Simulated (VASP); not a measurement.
Set up this calculation in VASP 6.6.1, as the native input.

| Quantity | Value |
| --- | --- |
| Task | single point |
| Functional | PBE |
| Potentials or basis | VASP PAW PBE potentials, release 64 (Zn, Cu) |
| Cutoff | 520 eV |
| k mesh | 12 × 12 × 12 |
| Occupations | gaussian, width 0.05 eV |
| Spin | no spin polarisation |
| Dipole correction | no |
| Further INCAR settings | ALGO = Normal; EDIFF = 1e-06; NBANDS = 18 |

The structure of ZnCu lies in POSCAR:

```
ZnCu
1.0
    3.0609438161      0.0000000000      0.0000000000
    0.0000000000      3.0609438161      0.0000000000
    0.0000000000      0.0000000000      3.0609438161
Zn Cu
1 1
Direct
    0.5000000000      0.5000000000      0.5000000000
    0.0000000000      0.0000000000      0.0000000000
```

The input as run:

INCAR

```
SYSTEM = ZnCu
PREC     = Accurate       ! precision mode
ENCUT    = 520            ! plane-wave cutoff, eV
EDIFF    = 1E-6           ! SCF threshold, eV
ISMEAR   = 0              ! smearing method
SIGMA    = 0.05           ! smearing width, eV
LREAL    = .FALSE.        ! projectors in reciprocal space
LASPH    = .TRUE.         ! aspherical terms in the spheres
NELM     = 80             ! most SCF steps
ALGO     = Normal         ! electronic algorithm
ISIF     = 2              ! what is computed and relaxed
LWAVE    = .FALSE.        ! write WAVECAR
LCHARG   = .TRUE.         ! write CHGCAR
GGA      = PE             ! functional
LELF     = .TRUE.         ! ELF
LVHAR    = .TRUE.       
NBANDS   = 18             ! bands
```

KPOINTS

```
regular mesh
0
G
  12 12 12
  0 0 0
```

Potentials or basis: VASP PAW PBE potentials, release 64 (Zn, Cu).

Launch:

```bash
$ cat potpaw_PBE.64/Zn/POTCAR potpaw_PBE.64/Cu/POTCAR > POTCAR
$ mpirun -np 1 vasp_std > vasp.out
```

Results of the run:

```
Pressure               : -8.1 GPa
Band gap on the k mesh : zero (an odd number of electrons rules out a gap without spin polarisation)
```

Caveat: the cell stands under tension.

Wall time 18 s on 1 thread of Intel(R) Xeon(R) Platinum 8375C CPU @ 2.90GHz (Ice Lake), on a shared host, peak memory 0.17 GiB.
